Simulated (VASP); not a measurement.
Input of a VASP 6.6.1 run:

Contents of INCAR:

```
  PREC = Accurate
  ENCUT = 520
  EDIFF = 1E-6
  ISMEAR = -1
  SIGMA = 0.05
  LREAL = Auto
  LASPH = T
  NELM = 60
  ALGO = Normal
  ISIF = 2
  LWAVE = F
  LCHARG = F
  GGA = CA
  NBANDS = 36
  NELECT = 38.0
```

The input KPOINTS:

```
regular mesh
0
Gamma
  2 2 2
```

Contents of POSCAR:

```
Li3B4H16
1.0
    7.0898130000      0.0000000000      0.0000000000
    0.0000000000      4.4247970000      0.0000000000
    0.0000000000      0.0000000000      6.7527790000
Li B H
3 4 16
Direct
    0.1663090409      0.2765098602      0.1110061502
    0.8023342788      0.7098178741      0.9177554900
    0.3444942765      0.7297509920      0.5418954182
    0.2759452189      0.1997605766      0.4774330687
    0.7043345149      0.7913131382      0.5700023650
    0.2254079198      0.7653684452      0.9930282036
    0.8070875776      0.2402370097     -0.0301949760
    0.3337182518      0.5824899990      1.0493901844
    0.7660568763      0.0539459776      0.0880526373
    0.2048714120      0.4760670377      0.4596922245
    0.6933610238      0.9702818005      0.4332438541
    0.6857303571      0.4175558788     -0.0784269706
    0.3221805709      0.9964524926      0.9607748158
    0.6538677395      0.9877289286      0.6945140660
    0.1384662755      0.0501943931      0.5360755920
    0.8869627450      0.1558037578      0.8172191034
    0.1189594140      0.8252807982      0.1349814647
    0.8552270702      0.6638722635      0.5652043403
    0.3760606944      0.2124617242      0.6162055651
    0.3842696556      0.1770024704      0.3223709824
    0.5781111575      0.6010897223      0.6289114452
    0.1216111060      0.7347681713      0.8561067969
    0.9301655770      0.3640166995      0.0702229408
```

Potentials or basis: VASP PAW LDA potentials, release 64 (Li_sv, B, H).

The run is started by

```bash
$ cat potpaw_LDA.64/Li_sv/POTCAR potpaw_LDA.64/B/POTCAR potpaw_LDA.64/H/POTCAR > POTCAR
$ mpirun -np 1 vasp_std > vasp.out
```

What does it give for the largest force?

2.647 eV/Å.

Forces on the atoms (eV/Å):
```
Li   0.254 -0.273  0.105
Li   0.706  1.452 -0.613
Li   0.738  0.409  0.377
B   -0.680  2.326 -1.065
B   -1.684  0.410  1.069
B   -0.445  2.000  0.727
B    1.441  0.080 -0.262
H    0.533 -0.894 -0.054
H   -0.696 -0.816  0.214
H   -0.159 -1.814 -0.151
H   -0.472 -0.622 -0.506
H   -0.693 -0.893  0.251
H   -0.147 -0.328  0.039
H    0.997 -0.595  0.079
H    0.334 -0.251 -0.911
H   -0.093  0.066  0.552
H    0.154 -0.058 -0.110
H    0.267  0.045  0.602
H    0.779  0.066  0.647
H   -1.111 -0.548  0.942
H    0.424  0.188 -1.252
H   -0.113 -0.602 -0.757
H   -0.334  0.654  0.079
```

Caveat: the k points lie up to 0.71 Å⁻¹ apart; the cell carries a net charge on a neutralising background, which shifts energy and pressure.
